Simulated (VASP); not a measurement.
# Co (Fm-3m) in VASP: a series of runs, part 2 of 2

VASP 6.6.1. The steps go on from the part before.

## Step 4: Single point, BLYP (11.67 Å³/atom)

This run uses another cell than the first one, of 11.67 Å³/atom.

The input, INCAR:

```
SYSTEM = Co
AGGAC    = 1.0          
AGGAX    = 1.0          
ALDAC    = 0.0          
ALDAX    = 1.0          
ALGO     = Normal         ! electronic algorithm
EDIFF    = 1E-6           ! SCF threshold, eV
ENCUT    = 600            ! plane-wave cutoff, eV
GGA      = B5             ! functional
GGA_COMPAT= .False.      
ISIF     = 2              ! what is computed and relaxed
ISMEAR   = -1             ! smearing method
LASPH    = .True.         ! aspherical terms in the spheres
LCHARG   = .False.        ! write CHGCAR
LREAL    = .False.        ! projectors in reciprocal space
LWAVE    = .False.        ! write WAVECAR
NBANDS   = 10             ! bands
NELM     = 120            ! most SCF steps
PREC     = Accurate       ! precision mode
SIGMA    = 0.1            ! smearing width, eV
```

The input, KPOINTS:

```
k-points
0
Gamma
  17 17 17
  0 0 0
```

The input, POSCAR:

```
Co
1.0
    0.0000000000      1.8000589806      1.8000589806
    1.8000589806      0.0000000000      1.8000589806
    1.8000589806      1.8000589806      0.0000000000
Co
1
Direct
    0.0000000000      0.0000000000      0.0000000000
```

Potentials or basis: VASP PAW PBE potentials, release 64 (Co).

Run with:

```console
cat potpaw_PBE.64/Co/POTCAR > POTCAR
mpirun -np 1 vasp_std > vasp.out
```

OUTCAR:

```text
SYSTEM = Co
   EDIFF = 1E-6
   ENCUT = 600
   GGA = B5
   ISIF = 2
   ISMEAR = -1
   LASPH = .True.
   LREAL = .False.
   NELM = 120
   PREC = Accurate

 ion  position               nearest neighbor table
   1  0.000  0.000  0.000-

  LATTYP: Found a face centered cubic cell.
 ALAT       =     3.6001179612

  Lattice vectors:

 A1 = (   0.0000000000,   1.8000589806,   1.8000589806)
 A2 = (   1.8000589806,   0.0000000000,   1.8000589806)
 A3 = (   1.8000589806,   1.8000589806,   0.0000000000)

Analysis of symmetry for initial positions (statically):
=====================================================================
 Subroutine PRICEL returns:
 Original cell was already a primitive cell.

 Routine SETGRP: Setting up the symmetry group for a
 face centered cubic supercell.

 Subroutine GETGRP returns: Found 48 space group operations
 (whereof 48 operations were pure point group operations)
 out of a pool of 48 trial point group operations.

The static configuration has the point symmetry O_h .

Analysis of symmetry for dynamics (positions and initial velocities):
=====================================================================
 Subroutine PRICEL returns:
 Original cell was already a primitive cell.

 Routine SETGRP: Setting up the symmetry group for a
 face centered cubic supercell.

 Subroutine GETGRP returns: Found 48 space group operations
 (whereof 48 operations were pure point group operations)
 out of a pool of 48 trial point group operations.

The dynamic configuration has the point symmetry O_h .

 Subroutine INISYM returns: Found 48 space group operations
 (whereof 48 operations are pure point group operations),
 and found     1 'primitive' translations

----------------------------------------------------------------------------------------

                                     Primitive cell

  volume of cell :      11.6651

  direct lattice vectors                    reciprocal lattice vectors
     0.000000000  1.800058981  1.800058981    -0.277768676  0.277768676  0.277768676
     1.800058981  0.000000000  1.800058981     0.277768676 -0.277768676  0.277768676
     1.800058981  1.800058981  0.000000000     0.277768676  0.277768676 -0.277768676

  length of vectors
     2.545667823  2.545667823  2.545667823     0.481109460  0.481109460  0.481109460

  position of ions in fractional coordinates (direct lattice)
     0.000000000  0.000000000  0.000000000

  ion indices of the primitive-cell ions
   primitive index   ion index
                 1           1

----------------------------------------------------------------------------------------

 KPOINTS: k-points

Automatic generation of k-mesh.
 Grid dimensions read from file:
 generate k-points for:   17   17   17

 Generating k-lattice:

  Cartesian coordinates                     Fractional coordinates (reciprocal lattice)
    -0.016339334  0.016339334  0.016339334     0.058823529  0.000000000  0.000000000
     0.016339334 -0.016339334  0.016339334     0.000000000  0.058823529  0.000000000
     0.016339334  0.016339334 -0.016339334     0.000000000  0.000000000  0.058823529

  Length of vectors
     0.028300556  0.028300556  0.028300556

  Shift w.r.t. Gamma in fractional coordinates (k-lattice)
     0.000000000  0.000000000  0.000000000

 Subroutine IBZKPT returns following result:
 ===========================================

 Found    165 irreducible k-points:

 Following reciprocal coordinates:
            Coordinates               Weight
  0.000000  0.000000  0.000000      1.000000
  0.058824  0.000000  0.000000      8.000000
  0.117647  0.000000  0.000000      8.000000
  0.176471  0.000000  0.000000      8.000000
  0.235294  0.000000  0.000000      8.000000
  0.294118  0.000000  0.000000      8.000000
[... 16 lines left out ...]
 -0.176471  0.058824  0.000000     24.000000
 -0.117647  0.058824  0.000000     24.000000
 [... further k-points ...]
   k-points           NKPTS =    165   k-points in BZ     NKDIM =    165   number of bands    NBANDS=     10
   number of dos      NEDOS =    301   number of ions     NIONS =      1
   total plane-waves  NPLWV =   8000
   dimension x,y,z NGX =    20 NGY =   20 NGZ =   20
   dimension x,y,z NGXF=    40 NGYF=   40 NGZF=   40
   ions per type =               1
   NGX,Y,Z   is equivalent  to a cutoff of  13.06, 13.06, 13.06 a.u.
   NGXF,Y,Z  is equivalent  to a cutoff of  26.12, 26.12, 26.12 a.u.
 SYSTEM =  Co
   PREC   = accura    normal or accurate (medium, high low for compatibility)
   ISTART =      0    job   : 0-new  1-cont  2-samecut
   ICHARG =      2    charge: 1-file 2-atom 10-const
   ISPIN  =      1    spin polarized calculation?
   LNONCOLLINEAR =      F non collinear calculations
   LSORBIT =      F    spin-orbit coupling
   LASPH  =      T    aspherical Exc in radial PAW
   ENCUT  =  600.0 eV  44.10 Ry    6.64 a.u.   5.08  5.08  5.08*2*pi/ulx,y,z
   NELM   =    120;   NELMIN=  2; NELMDL= -5     # of ELM steps
   EDIFF  = 0.1E-05   stopping-criterion for ELM
   LREAL  =      F    real-space projection
   EDIFFG = 0.1E-04   stopping-criterion for IOM
   NSW    =      0    number of steps for IOM
   IBRION =     -1    ionic relax: 0-MD 1-quasi-New 2-CG
   NFREE  =      0    steps in history (QN), initial steepest desc. (CG)
   ISIF   =      2    stress and relaxation
   ISYM   =      2    0-nonsym 1-usesym 2-fastsym
   POTIM  = 0.5000    time-step for ionic-motion
   TEBEG  =    0.0;   TEEND  =   0.0 temperature during run
   PSTRESS=    0.0 pullay stress
   NELECT =       9.0000    total number of electrons
   NUPDOWN=      -1.0000    fix difference up-down
   EMIN   =  10.00;   EMAX   =-10.00  energy-range for DOS
   EFERMI =   0.00;   METHOD = LEGACY
   ISMEAR =    -1;   SIGMA  =   0.10  broadening in eV -4-tet -1-fermi 0-gaus
   EFERMI_NEDOS =   21; number of points for ismear=-14 and -15
   IALGO  =     38    algorithm
   IMIX   =      4    mixing-type and parameters
     AMIX     =   0.40;   BMIX     =  1.00
     AMIX_MAG =   1.60;   BMIX_MAG =  1.00
  volume/ion in A,a.u.               =      11.67        78.72
  Fermi-wavevector in a.u.,A,eV,Ry     =   1.501501  2.837425 30.674403  2.254505
  Thomas-Fermi vector in A             =   2.612863
   LORBIT       =      0    0 simple, 1 ext, 2 COOP (PROOUT), +10 PAW based schemes
   GGA     = B5    functional components
   LHFCALC =     F    Hartree Fock is set to
   AEXX    =    0.0000 exact exchange contribution
   IVDW    =     0    specifies the selected vdW correction
   LEPSILON=     F    determine dielectric tensor
   LRPA    =     F    only Hartree local field effects (RPA)
 non-spin polarized calculation
  energy-cutoff  :      600.00
  volume of cell :       11.67
 maximum number of plane-waves:       398
   NGX = 11   NGY = 11   NGZ = 11

 number of electron       9.0000005 magnetization

 Free energy of the ion-electron system (eV)
  ---------------------------------------------------
  ext. energy  EPLUGINS =         0.00000000
  ---------------------------------------------------
  free energy    TOTEN  =        -5.85698277 eV

  energy without entropy =       -5.76627779  energy(sigma->0) =       -5.81163028

 E-fermi :   9.5207     XC(G=0): -12.4072

 val. band max:        9.5195366080   @ k =  -0.3529   0.2941   0.0000
 cond. band min:       9.5208577462   @ k =   0.4118   0.2353   0.0588
 fundamental gap:      0.0013211382
 Fermi energy:         9.5206716623

 k-point     1 :       0.0000    0.0000    0.0000
  band No.  band energies     occupation
      1       1.3926      2.00000
      2       7.9283      2.00000
      3       7.9283      2.00000
      4       7.9283      2.00000
      5       9.0295      1.98539
      6       9.0295      1.98539
      7      32.3999      0.00000
      8      36.2198      0.00000
      9      36.2198      0.00000
     10      36.2198      0.00000
[... 287 lines left out ...]
 k-point    24 :      -0.1176    0.0588    0.0000
  band No.  band energies     occupation
      1       2.2024      2.00000
      2       7.7032      2.00000
      3       8.1009      2.00000
      4       8.1045      2.00000
      5       8.8800      1.99671
      6       9.0770      1.97661
      7      29.4550      0.00000
      8      31.8780      0.00000
      9      34.9559      0.00000
     10      36.8723      0.00000

 [... further k-points ...]

------------------------ aborting loop because EDIFF is reached ----------------------------------------

  FORCE on cell =-STRESS in cart. coord.  units (eV):
  Direction    XX          YY          ZZ          XY          YZ          ZX
  --------------------------------------------------------------------------------------
  -------------------------------------------------------------------------------------
  Total       -1.0157060     -1.0157060     -1.0157060      0.0000000     -0.0000000     -0.0000000
  in kB     -139.5045588   -139.5045588   -139.5045588      0.0000000     -0.0000000     -0.0000000
  external PRESSURE =    -139.5045588 kB  Pullay stress =       0.0000000 kB

 VOLUME and BASIS-vectors are now :
 -----------------------------------------------------------------------------
  energy-cutoff  :      600.00
  volume of cell :       11.67
      direct lattice vectors                 reciprocal lattice vectors
     0.000000000  1.800058981  1.800058981    -0.277768676  0.277768676  0.277768676
     1.800058981  0.000000000  1.800058981     0.277768676 -0.277768676  0.277768676
     1.800058981  1.800058981  0.000000000     0.277768676  0.277768676 -0.277768676

 POSITION                                       TOTAL-FORCE (eV/Angst)
 -----------------------------------------------------------------------------------
      0.00000      0.00000      0.00000         0.000000     -0.000000     -0.000000
 -----------------------------------------------------------------------------------
    total drift:                                0.000000      0.000000      0.000000

  FREE ENERGIE OF THE ION-ELECTRON SYSTEM (eV)
  ---------------------------------------------------
  free  energy   TOTEN  =        -5.8569827707 eV

  energy  without entropy=       -5.7662777942  energy(sigma->0) =       -5.81163028
```

It took 15 s on 1 thread of Intel Xeon Platinum 8488C (Sapphire Rapids), shared host; peak memory 0.14 GiB.

Results:

| Item | Value |
| --- | --- |
| Free energy | -5.8570 eV |
| Pressure | -14.0 GPa |
| Band gap on the k mesh | zero (an odd number of electrons rules out a gap without spin polarisation) |

Caveat: the cell stands under tension; the PAW data sets were made with another functional, which shifts forces and pressure a little; the run has no spin polarisation, though such a crystal can be magnetic.

## Step 5: The runs side by side

```tsv
cell	gap on the mesh (eV)	pressure (GPa)
a = 2.448 Å, angles 60.0°, 1 atom	none	9.5
a = 2.481 Å, angles 60.0°, 1 atom	none	-0.2
a = 2.546 Å, angles 60.0°, 1 atom	none	-14.0
```

Alike in all rows: task single point; level BLYP; potentials or basis VASP PAW PBE potentials, release 64 (Co); no spin polarisation; k mesh 17 × 17 × 17; cutoff (eV) 600; smearing fermi-dirac 0.1 eV.

Caveats: the PAW data sets were made with another functional, which shifts forces and pressure a little; the run has no spin polarisation, though such a crystal can be magnetic; the cell stands under pressure (at least some runs); the cell stands under tension (at least some runs).

Total energies depend on the potentials used, so only differences within one code and one set of settings carry meaning.
